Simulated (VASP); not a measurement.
# InSb (F-43m) in VASP: notebook, part 2 of 2

VASP 6.6.1. Earlier steps stand in the parts before.

## 4. Single point, PBE (35.82 Å³/atom)

This run uses another cell than the first one, of 35.82 Å³/atom.

INCAR

```
SYSTEM = InSb
ALGO     = Normal         ! electronic algorithm
EDIFF    = 1E-6           ! SCF threshold, eV
ENCUT    = 520            ! plane-wave cutoff, eV
GGA      = PE             ! functional
ISIF     = 2              ! what is computed and relaxed
ISMEAR   = -1             ! smearing method
LASPH    = .TRUE.         ! aspherical terms in the spheres
LCHARG   = .FALSE.        ! write CHGCAR
LREAL    = .FALSE.        ! projectors in reciprocal space
LWAVE    = .FALSE.        ! write WAVECAR
NBANDS   = 16             ! bands
NELM     = 80             ! most SCF steps
PREC     = Accurate       ! precision mode
SIGMA    = 0.15           ! smearing width, eV
```

KPOINTS

```
k-points
0
G
  12 12 12
  0 0 0
```

POSCAR

```
InSb
1.0
    0.0000000000      3.2963011032      3.2963011032
    3.2963011032      0.0000000000      3.2963011032
    3.2963011032      3.2963011032      0.0000000000
In Sb
1 1
Direct
    0.0000000000      0.0000000000      0.0000000000
    0.7500000000      0.7500000000      0.7500000000
```

Potentials or basis: VASP PAW PBE potentials, release 64 (In_d, Sb).

The run is started by

```
> cat potpaw_PBE.64/In_d/POTCAR potpaw_PBE.64/Sb/POTCAR > POTCAR
> mpirun -np 1 vasp_std > vasp.out
```

OUTCAR:

```text
SYSTEM = InSb
   EDIFF = 1E-6
   ENCUT = 520
   GGA = PE
   ISIF = 2
   ISMEAR = -1
   LASPH = .TRUE.
   LREAL = .FALSE.
   NELM = 80
   PREC = Accurate

 ion  position               nearest neighbor table
   1  0.000  0.000  0.000-   2 2.85   2 2.85   2 2.85   2 2.85
   2  0.750  0.750  0.750-   1 2.85   1 2.85   1 2.85   1 2.85

  LATTYP: Found a face centered cubic cell.
 ALAT       =     6.5926022064

  Lattice vectors:

 A1 = (   0.0000000000,   3.2963011032,   3.2963011032)
 A2 = (   3.2963011032,   0.0000000000,   3.2963011032)
 A3 = (   3.2963011032,   3.2963011032,   0.0000000000)

Analysis of symmetry for initial positions (statically):
=====================================================================
 Subroutine PRICEL returns:
 Original cell was already a primitive cell.

 Routine SETGRP: Setting up the symmetry group for a
 face centered cubic supercell.

 Subroutine GETGRP returns: Found 24 space group operations
 (whereof 24 operations were pure point group operations)
 out of a pool of 48 trial point group operations.

The static configuration has the point symmetry T_d .

Analysis of symmetry for dynamics (positions and initial velocities):
=====================================================================
 Subroutine PRICEL returns:
 Original cell was already a primitive cell.

 Routine SETGRP: Setting up the symmetry group for a
 face centered cubic supercell.

 Subroutine GETGRP returns: Found 24 space group operations
 (whereof 24 operations were pure point group operations)
 out of a pool of 48 trial point group operations.

The dynamic configuration has the point symmetry T_d .

 Subroutine INISYM returns: Found 24 space group operations
 (whereof 24 operations are pure point group operations),
 and found     1 'primitive' translations

----------------------------------------------------------------------------------------

                                     Primitive cell

  volume of cell :      71.6326

  direct lattice vectors                    reciprocal lattice vectors
     0.000000000  3.296301103  3.296301103    -0.151685172  0.151685172  0.151685172
     3.296301103  0.000000000  3.296301103     0.151685172 -0.151685172  0.151685172
     3.296301103  3.296301103  0.000000000     0.151685172  0.151685172 -0.151685172

  length of vectors
     4.661673726  4.661673726  4.661673726     0.262726425  0.262726425  0.262726425

  position of ions in fractional coordinates (direct lattice)
     0.000000000  0.000000000  0.000000000
     0.750000000  0.750000000  0.750000000

  ion indices of the primitive-cell ions
   primitive index   ion index
                 1           1
                 2           2

----------------------------------------------------------------------------------------

 KPOINTS: k-points

Automatic generation of k-mesh.
 Grid dimensions read from file:
 generate k-points for:   12   12   12

 Generating k-lattice:

  Cartesian coordinates                     Fractional coordinates (reciprocal lattice)
    -0.012640431  0.012640431  0.012640431     0.083333333  0.000000000  0.000000000
     0.012640431 -0.012640431  0.012640431     0.000000000  0.083333333  0.000000000
     0.012640431  0.012640431 -0.012640431     0.000000000  0.000000000  0.083333333

  Length of vectors
     0.021893869  0.021893869  0.021893869

  Shift w.r.t. Gamma in fractional coordinates (k-lattice)
     0.000000000  0.000000000  0.000000000

 Subroutine IBZKPT returns following result:
 ===========================================

 Found     72 irreducible k-points:

 Following reciprocal coordinates:
            Coordinates               Weight
  0.000000  0.000000  0.000000      1.000000
  0.083333  0.000000  0.000000      8.000000
  0.166667  0.000000  0.000000      8.000000
  0.250000  0.000000  0.000000      8.000000
  0.333333  0.000000  0.000000      8.000000
  0.416667  0.000000  0.000000      8.000000
[... 16 lines left out ...]
  0.500000  0.166667  0.000000     24.000000
 -0.416667  0.166667  0.000000     24.000000
 [... further k-points ...]
   k-points           NKPTS =     72   k-points in BZ     NKDIM =     72   number of bands    NBANDS=     16
   number of dos      NEDOS =    301   number of ions     NIONS =      2
   total plane-waves  NPLWV =  46656
   dimension x,y,z NGX =    36 NGY =   36 NGZ =   36
   dimension x,y,z NGXF=    72 NGYF=   72 NGZF=   72
   ions per type =               1   1
   NGX,Y,Z   is equivalent  to a cutoff of  12.84, 12.84, 12.84 a.u.
   NGXF,Y,Z  is equivalent  to a cutoff of  25.68, 25.68, 25.68 a.u.
 SYSTEM =  InSb
   PREC   = accura    normal or accurate (medium, high low for compatibility)
   ISTART =      0    job   : 0-new  1-cont  2-samecut
   ICHARG =      2    charge: 1-file 2-atom 10-const
   ISPIN  =      1    spin polarized calculation?
   LNONCOLLINEAR =      F non collinear calculations
   LSORBIT =      F    spin-orbit coupling
   LASPH  =      T    aspherical Exc in radial PAW
   ENCUT  =  520.0 eV  38.22 Ry    6.18 a.u.   8.67  8.67  8.67*2*pi/ulx,y,z
   NELM   =     80;   NELMIN=  2; NELMDL= -5     # of ELM steps
   EDIFF  = 0.1E-05   stopping-criterion for ELM
   LREAL  =      F    real-space projection
   EDIFFG = 0.1E-04   stopping-criterion for IOM
   NSW    =      0    number of steps for IOM
   IBRION =     -1    ionic relax: 0-MD 1-quasi-New 2-CG
   NFREE  =      0    steps in history (QN), initial steepest desc. (CG)
   ISIF   =      2    stress and relaxation
   ISYM   =      2    0-nonsym 1-usesym 2-fastsym
   POTIM  = 0.5000    time-step for ionic-motion
   TEBEG  =    0.0;   TEEND  =   0.0 temperature during run
   PSTRESS=    0.0 pullay stress
   NELECT =      18.0000    total number of electrons
   NUPDOWN=      -1.0000    fix difference up-down
   EMIN   =  10.00;   EMAX   =-10.00  energy-range for DOS
   EFERMI =   0.00;   METHOD = LEGACY
   ISMEAR =    -1;   SIGMA  =   0.15  broadening in eV -4-tet -1-fermi 0-gaus
   EFERMI_NEDOS =   21; number of points for ismear=-14 and -15
   IALGO  =     38    algorithm
   IMIX   =      4    mixing-type and parameters
     AMIX     =   0.40;   BMIX     =  1.00
     AMIX_MAG =   1.60;   BMIX_MAG =  1.00
  volume/ion in A,a.u.               =      35.82       241.70
  Fermi-wavevector in a.u.,A,eV,Ry     =   1.033068  1.952215 14.520531  1.067229
  Thomas-Fermi vector in A             =   2.167296
   LORBIT       =      0    0 simple, 1 ext, 2 COOP (PROOUT), +10 PAW based schemes
   GGA     = PE    functional components
   LHFCALC =     F    Hartree Fock is set to
   AEXX    =    0.0000 exact exchange contribution
   IVDW    =     0    specifies the selected vdW correction
   LEPSILON=     F    determine dielectric tensor
   LRPA    =     F    only Hartree local field effects (RPA)
 non-spin polarized calculation
  energy-cutoff  :      520.00
  volume of cell :       71.63
 maximum number of plane-waves:      1964
   NGX = 17   NGY = 17   NGZ = 17

 number of electron      18.0000005 magnetization

 Free energy of the ion-electron system (eV)
  ---------------------------------------------------
  ext. energy  EPLUGINS =         0.00000000
  ---------------------------------------------------
  free energy    TOTEN  =        -6.95213309 eV

  energy without entropy =       -6.94448208  energy(sigma->0) =       -6.94830758

 E-fermi :   4.8126     XC(G=0):  -8.4651

 val. band max:        4.5674787336   @ k =   0.0000   0.0000   0.0000
 cond. band min:       5.0182184885   @ k =   0.5000   0.0000   0.0000
 fundamental gap:      0.4507397548
 Fermi energy:         4.8125901035

 k-point     1 :       0.0000    0.0000    0.0000
  band No.  band energies     occupation
      1      -9.9314      2.00000
      2      -9.9314      2.00000
      3      -9.9314      2.00000
      4      -9.8599      2.00000
      5      -9.8599      2.00000
      6      -5.8306      2.00000
[... 8 lines left out ...]
     15      12.7435      0.00000
     16      12.7435      0.00000

 k-point     2 :       0.0833    0.0000    0.0000
  band No.  band energies     occupation
      1      -9.9340      2.00000
      2      -9.9302      2.00000
      3      -9.9302      2.00000
      4      -9.8600      2.00000
      5      -9.8600      2.00000
      6      -5.7720      2.00000
[... 8 lines left out ...]
     15      12.2668      0.00000
     16      12.2668      0.00000
[... 387 lines left out ...]
      5      -9.8573      2.00000
      6      -4.4894      2.00000
[... 8 lines left out ...]
     15      13.3895      0.00000
     16      13.7027      0.00000

 k-point    24 :      -0.4167    0.1667    0.0000
  band No.  band energies     occupation
      1      -9.9739      2.00000
      2      -9.9126      2.00000
      3      -9.9111      2.00000
      4      -9.8610      2.00000
      5      -9.8588      2.00000
      6      -4.4521      2.00000
[... 8 lines left out ...]
     15      12.7129      0.00000
     16      13.0341      0.00000

 [... further k-points ...]
[... 5 lines left out ...]
  --------------------------------------------------------------------------------------
  -------------------------------------------------------------------------------------
  Total        0.3333055      0.3333055      0.3333055      0.0000000      0.0000000     -0.0000000
  in kB        7.4549111      7.4549111      7.4549111      0.0000000      0.0000000     -0.0000000
  external PRESSURE =       7.4549111 kB  Pullay stress =       0.0000000 kB

 VOLUME and BASIS-vectors are now :
 -----------------------------------------------------------------------------
  energy-cutoff  :      520.00
  volume of cell :       71.63
      direct lattice vectors                 reciprocal lattice vectors
     0.000000000  3.296301103  3.296301103    -0.151685172  0.151685172  0.151685172
     3.296301103  0.000000000  3.296301103     0.151685172 -0.151685172  0.151685172
     3.296301103  3.296301103  0.000000000     0.151685172  0.151685172 -0.151685172

 POSITION                                       TOTAL-FORCE (eV/Angst)
 -----------------------------------------------------------------------------------
      0.00000      0.00000      0.00000         0.000000      0.000000      0.000000
      4.94445      4.94445      4.94445        -0.000000     -0.000000     -0.000000
 -----------------------------------------------------------------------------------
    total drift:                                0.000000      0.000000      0.000000

  FREE ENERGIE OF THE ION-ELECTRON SYSTEM (eV)
  ---------------------------------------------------
  free  energy   TOTEN  =        -6.9521330871 eV

  energy  without entropy=       -6.9444820760  energy(sigma->0) =       -6.94830758
```

Run time: 2.6 min. Hardware: 1 thread of AMD EPYC 7R13, shared host; peak memory 0.23 GiB.

What came out:

```
Free energy            : -6.9521 eV
Pressure               : 0.7 GPa
Band gap on the k mesh : zero (filled and empty bands touch)
```

Caveat: semilocal functionals underestimate gaps, so a narrow gap can read as zero; spin-orbit coupling is left out, which moves the levels of the heavy elements.

## 5. Single point, PBE (37.28 Å³/atom)

This run uses another cell than the first one, of 37.28 Å³/atom.

INCAR

```
PREC     = Accurate       # precision mode
ENCUT    = 520            # plane-wave cutoff, eV
EDIFF    = 1E-7           # SCF threshold, eV
ISMEAR   = -1             # smearing method
SIGMA    = 0.15           # smearing width, eV
LREAL    = False          # projectors in reciprocal space
LASPH    = True           # aspherical terms in the spheres
NELM     = 100            # most SCF steps
ALGO     = Normal         # electronic algorithm
ISIF     = 2              # what is computed and relaxed
LWAVE    = False          # write WAVECAR
LCHARG   = True           # write CHGCAR
GGA      = PE             # functional
LELF     = True           # ELF
LVHAR    = True         
NBANDS   = 16             # bands
```

KPOINTS

```
Automatic mesh
0
Gamma
  12 12 12
```

POSCAR

```
InSb
1.0
    0.0000000000      3.3405520358      3.3405520358
    3.3405520358      0.0000000000      3.3405520358
    3.3405520358      3.3405520358      0.0000000000
In Sb
1 1
Direct
    0.0000000000      0.0000000000      0.0000000000
    0.7500000000      0.7500000000      0.7500000000
```

The run is started by

```
> cat potpaw_PBE.64/In_d/POTCAR potpaw_PBE.64/Sb/POTCAR > POTCAR
> mpirun -np 1 vasp_std > vasp.out
```

Run time: 2.7 min. Hardware: 1 thread of AMD EPYC 7R13, shared host; peak memory 0.23 GiB.

It converged, with:

| Item | Value |
| --- | --- |
| Free energy | -6.9525 eV |
| Pressure | -0.7 GPa |
| Band gap on the k mesh | zero (filled and empty bands touch) |

Levels at points of the mesh, in eV from the Fermi level:
```csv
k point,band 6,band 7,band 8,band 9,band 10,band 11,band 12,band 13
"(0.00, 0.00, 0.00)",-10.39,-0.92,-0.22,-0.22,-0.22,2.75,2.75,2.75
"(0.50, 0.00, 0.00)",-9.24,-5.44,-1.09,-1.09,0.17,3.57,3.57,5.90
"(0.50, 0.50, 0.00)",-8.74,-5.76,-2.19,-2.19,1.14,1.28,7.39,7.39
```

Caveat: semilocal functionals underestimate gaps, so a narrow gap can read as zero; spin-orbit coupling is left out, which moves the levels of the heavy elements.

## 6. Summary

| cell | gap on the mesh (eV) | pressure (GPa) |
| --- | --- | --- |
| a = 4.028 Å, angles 60.0°, 2 atoms | 0.35 | 49.8 |
| a = 4.483 Å, angles 60.0°, 2 atoms | - | 7.0 |
| a = 4.662 Å, angles 60.0°, 2 atoms | none | 0.7 |
| a = 4.724 Å, angles 60.0°, 2 atoms | none | -0.7 |

Alike in all rows: task single point; level PBE; potentials or basis VASP PAW PBE potentials, release 64 (In_d, Sb); no spin polarisation; k mesh 12 × 12 × 12; cutoff (eV) 520; smearing fermi-dirac 0.15 eV.

Caveats: spin-orbit coupling is left out, which moves the levels of the heavy elements; the cell stands under pressure (at least some runs); semilocal functionals underestimate gaps, so a narrow gap can read as zero (at least some runs).

Absolute energies hang on the potentials; compare differences alone.
